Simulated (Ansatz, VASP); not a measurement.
One calculation of Mg, two programs

File INCAR:

```
SYSTEM = Mg
ALGO = Normal
EDIFF = 1E-6
ENCUT = 520
GGA = PS
ISIF = 2
ISMEAR = -1
LASPH = .TRUE.
LCHARG = .TRUE.
LELF = .TRUE.
LREAL = .FALSE.
LVHAR = .TRUE.
LWAVE = .FALSE.
NBANDS = 7
NELM = 100
PREC = Accurate
SIGMA = 0.1
```

Contents of KPOINTS:

```
k-points
0
G
  13 13 13
  0 0 0
```

File POSCAR:

```
Mg
1.0
    2.2975318544      0.0000000000      0.0000000000
    0.0000000000      2.2975318544      0.0000000000
    0.0000000000      0.0000000000      2.2975318544
Mg
1
Direct
    0.0000000000      0.0000000000      0.0000000000
```

Input for Ansatz:

```yaml
crystal:
  lattice:
    - [2.2975318544, 0.0, 0.0]
    - [0.0, 2.2975318544, 0.0]
    - [0.0, 0.0, 2.2975318544]
  atoms:
    - { symbol: Mg, position: [0.0, 0.0, 0.0] }
kpoints:
  mp_grid: { grid: [13, 13, 13] }
scf:
  occupations: { method: fermi_dirac, width: 0.1 }
hamiltonian:
  xc: pbesol
  pseudopotentials: { kind: all_electron, lapw: { basis_error: 0.001 } }
output:
  forces: true
  stress: true
  eigenvalues: true
  populations: true
```

Change from the starting cell: volume scaled by 0.45, LAPW.

Alike in both runs: task single point; functional PBEsol; k mesh 13 × 13 × 13; occupations fermi-dirac, width 0.1 eV; no spin polarisation.

|  | VASP | Ansatz |
| --- | --- | --- |
| version | VASP 6.6.1 | Ansatz 0.2.0 |
| potentials or method | VASP PAW PBE potentials, release 64 (Mg), cutoff 520 eV | all-electron LAPW, scalar-relativistic |

|  | VASP | Ansatz | Ansatz less VASP |
| --- | --- | --- | --- |
| pressure (GPa) | 85.1 | 83.7 | -1.35 |

VASP's potentials were made for PBE, not for PBEsol. Both programs put the cell under a high pressure, so it lies far from rest at this level. Ansatz ran all-electron here, and VASP with PAW potentials.

Noted on VASP's run: the cell as given lies far from equilibrium.
